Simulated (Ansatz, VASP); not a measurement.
# Cd in VASP and in Ansatz

```xyz
2
Lattice="3.0007 0.0000 0.0000 -1.5004 2.5987 0.0000 0.0000 0.0000 5.9262" Properties=species:S:1:pos:R:3 pbc="T T T"
Cd    0.0000    1.7325    1.4815
Cd    1.5004    0.8662    4.4446
```

Alike in both runs: task single point; functional PBE; k mesh 12 × 12 × 6; occupations methfessel-paxton of order 1, width 1 eV; no spin polarisation.

|  | VASP | Ansatz |
| --- | --- | --- |
| version | VASP 6.6.1 | Ansatz 0.2.0 |
| potentials or method | VASP PAW PBE potentials, release 64 (Cd), cutoff 520 eV | plane waves (420 eV) with PAW, scalar-relativistic |
| valence electrons in the cell | 24 | 40 |

VASP gave:

```
pressure (GPa)                                                : 0.4
traceless stress, the component that is largest in VASP (GPa) : -0.72
```

**Question.** What did Ansatz give for the same quantities?

**Answer.** Pressure (GPa): 0.1; traceless stress, the component that is largest in VASP (GPa): -0.58.

VASP's potentials hold 24 valence electrons a cell and Ansatz's 40, so a difference there can come from the potentials and not from the codes.
